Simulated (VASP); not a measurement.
SnTe3:

```
Sn Te
1.0
     7.43854    0.00000    0.00000
    -3.71927    6.44196    0.00000
     0.00000    0.00000    5.25200
Sn Te
2 6
Direct
  0.33333 0.66667 0.75000
  0.66667 0.33333 0.25000
  0.14216 0.28431 0.25000
  0.71569 0.85784 0.25000
  0.14216 0.85784 0.25000
  0.85784 0.71569 0.75000
  0.28431 0.14216 0.75000
  0.85784 0.14216 0.75000
```

The cell was generated, and may not be a known phase.

```yaml
Program: VASP 6.6.1
Task: relaxation of cell and atoms
Functional: PBE
Potentials_or_basis: VASP PAW PBE potentials, release 64 (Sn_d, Te)
Cutoff: 600 eV
k_mesh: 3 × 3 × 3
Occupations: gaussian, width 0.2 eV
Spin: no spin polarisation
```

At the start: pressure 0.5 GPa; volume 31.46 Å³/atom.

Q: Where does the relaxation end?

A: Over 9 steps the energy falls by 198.9 meV/atom and the volume is 29.09 Å³/atom (-7.5 %); space group P6_3/mmc (No. 194, to 0.1 Å) before and after.

The path:
```
step  energy change (eV)  largest force (eV/Å)  pressure (GPa)  volume (Å³)
   1              0.0000                1.4783            0.47       251.67
   2             -0.5186                1.0282           -1.61       255.06
   3             -0.9140                0.4871           -3.76       260.53
   4             -1.3033                0.4008           -2.54       248.04
   5             -1.5691                0.1596            0.43       230.25
   6             -1.5695                0.1411            0.65       229.25
   7             -1.5803                0.0785            0.53       229.83
   8             -1.5872                0.0190            0.37       230.81
   9             -1.5910                0.0024            0.01       232.71
```

Final structure:
```cif
data_structure
_symmetry_space_group_name_H-M 'P 1'
_symmetry_Int_Tables_number 1
_cell_length_a 7.2400
_cell_length_b 7.2400
_cell_length_c 5.1263
_cell_angle_alpha 90.000
_cell_angle_beta 90.000
_cell_angle_gamma 120.000
_cell_volume 232.71
loop_
_atom_site_label
_atom_site_type_symbol
_atom_site_fract_x
_atom_site_fract_y
_atom_site_fract_z
_atom_site_occupancy
Sn1 Sn 0.33333 0.66667 0.75000 1
Sn2 Sn 0.66667 0.33333 0.25000 1
Te1 Te 0.16902 0.33804 0.25000 1
Te2 Te 0.66196 0.83098 0.25000 1
Te3 Te 0.16902 0.83098 0.25000 1
Te4 Te 0.83098 0.66196 0.75000 1
Te5 Te 0.33804 0.16902 0.75000 1
Te6 Te 0.83098 0.16902 0.75000 1
```

Caveat: the k points lie up to 0.41 Å⁻¹ apart in the final cell, too coarse for converged energies and pressures of a metal.
